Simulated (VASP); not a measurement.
A run of VASP 6.6.1 is set up as follows.

Contents of INCAR:

```
SYSTEM = Ni
ALGO = Normal
EDIFF = 1E-6
ENCUT = 520
GGA = CA
ISIF = 2
ISMEAR = -1
ISPIN = 2
ISYM = 0
LASPH = .TRUE.
LCHARG = .FALSE.
LMAXMIX = 4
LORBIT = 11
LREAL = .FALSE.
LWAVE = .FALSE.
MAGMOM = 2 2
NBANDS = 21
NELM = 150
PREC = Accurate
SIGMA = 0.05
```

File KPOINTS:

```
k-points
0
G
  7 12 10
  0 0 0
```

POSCAR

```
Ni
1.0
   -1.7725500000     -3.5451000000     -1.7725500000
   -1.7725500000      0.0000000000     -1.7725500000
    1.7725500000      0.0000000000     -1.7725500000
Ni
2
Direct
    0.0000000000      0.0000000000      0.0000000000
    0.5000000000      0.0000000000      0.5000000000
```

Potentials or basis: VASP PAW LDA potentials, release 64 (Ni).

The run is started by

```bash
$ cat potpaw_LDA.64/Ni/POTCAR > POTCAR
$ mpirun -np 1 vasp_std > vasp.out
```

Question: Predict the net moment.

Answer: 1.22 μB per cell.

Question: Predict the site moments.

Answer: Ni +0.62 μB.

Question: Estimate the pressure.

Answer: -20.4 GPa.

Caveat: the cell stands under tension.
